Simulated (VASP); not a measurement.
# S: density of states with PBEsol

Crystal: S.

```
S
1.0
     0.00000    1.95453    1.95453
     1.95453    0.00000    1.95453
     1.95453    1.95453    0.00000
S
1
Direct
  0.00000 0.00000 0.00000
```

- Program: VASP 6.6.1
- Task: density of states
- Functional: PBEsol
- Potentials or basis: VASP PAW PBE potentials, release 64 (S)
- Cutoff: 520 eV
- k mesh: 18 × 18 × 18
- Occupations: fermi-dirac, width 0.08 eV
- Spin: no spin polarisation
- Dipole correction: no
- k mesh for the DOS: 27 × 27 × 27
- Occupations for the DOS: tetrahedron
- Further INCAR settings: ALGO = Normal; EDIFF = 1e-06; NBANDS = 9

```
Valence electrons inside the program's atomic spheres : S 3.45
```

Levels at points of the mesh, in eV from the Fermi level:
| k point | band 1 | band 2 | band 3 | band 4 | band 5 | band 6 | band 7 | band 8 |
| --- | --- | --- | --- | --- | --- | --- | --- | --- |
| (0.00, 0.00, 0.00) | -17.35 | 3.54 | 3.54 | 3.54 | 12.13 | 12.13 | 12.13 | 15.16 |

Run time: 60 s on 1 thread of AMD EPYC 7R13 Processor (Zen 3), on a shared host, peak memory 0.15 GiB.
